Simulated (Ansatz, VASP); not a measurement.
## Ti: VASP beside Ansatz

Contents of INCAR:

```
  ALGO = Normal
  EDIFF = 1E-6
  ENCUT = 520
  ISIF = 2
  ISMEAR = -1
  LASPH = True
  LCHARG = True
  LELF = True
  LREAL = False
  LVHAR = True
  LWAVE = False
  NBANDS = 19
  NELM = 100
  PREC = Accurate
  SIGMA = 0.3
```

Contents of KPOINTS:

```
k-points
0
Gamma
  13 13 7
```

Contents of POSCAR:

```
Ti
1.0
    2.8638698861      0.0000000000      0.0000000000
   -1.4319349430      2.4801840745      0.0000000000
    0.0000000000      0.0000000000      4.5399943151
Ti
2
Direct
    0.3333333333      0.6666666667      0.2500000000
    0.6666666667      0.3333333333      0.7500000000
```

Input for Ansatz:

```yaml
crystal:
  lattice:
    - [2.8638698861, 0.0, 0.0]
    - [-1.431934943, 2.4801840745, 0.0]
    - [0.0, 0.0, 4.5399943151]
  atoms:
    - { symbol: Ti, position: [0.3333333333, 0.6666666667, 0.25] }
    - { symbol: Ti, position: [0.6666666667, 0.3333333333, 0.75] }
hamiltonian:
  xc: lda
  pseudopotentials:
    kind: paw
    azcp:
      Ti: "pseudopotentials/Ti.paw.azcp"
basis:
  ecutwfc: 420
  fft_grid_basis: typed
kpoints:
  mp_grid: { grid: [13, 13, 7], shift: [0, 0, 0] }
magnetization:
  spin_polarized: false
scf:
  occupations: { method: fermi_dirac, width: 0.3 }
  lower_state_search: "off"
output:
  stress: true
```

Alike in both runs: task single point; functional LDA; k mesh 13 × 13 × 7; occupations fermi-dirac, width 0.3 eV; no spin polarisation.

|  | VASP | Ansatz |
| --- | --- | --- |
| version | VASP 6.6.1 | Ansatz 0.2.0 |
| potentials or method | VASP PAW LDA potentials, release 64 (Ti_sv), cutoff 520 eV | plane waves (420 eV) with PAW, scalar-relativistic |
| valence electrons in the cell | 24 | 24 |

VASP gave:

| Quantity | Value |
| --- | --- |
| pressure (GPa) | 1.9 |
| traceless stress, the component that is largest in VASP (GPa) | 0.79 |

Problem. What did Ansatz give for the same quantities?

Solution. Pressure (GPa): 2.0; traceless stress, the component that is largest in VASP (GPa): 0.77.

Ansatz warns that its potentials were made for another functional, while VASP's fit it. LDA's correlation is that of Perdew and Zunger in VASP and of Perdew and Wang (1992) in Ansatz.
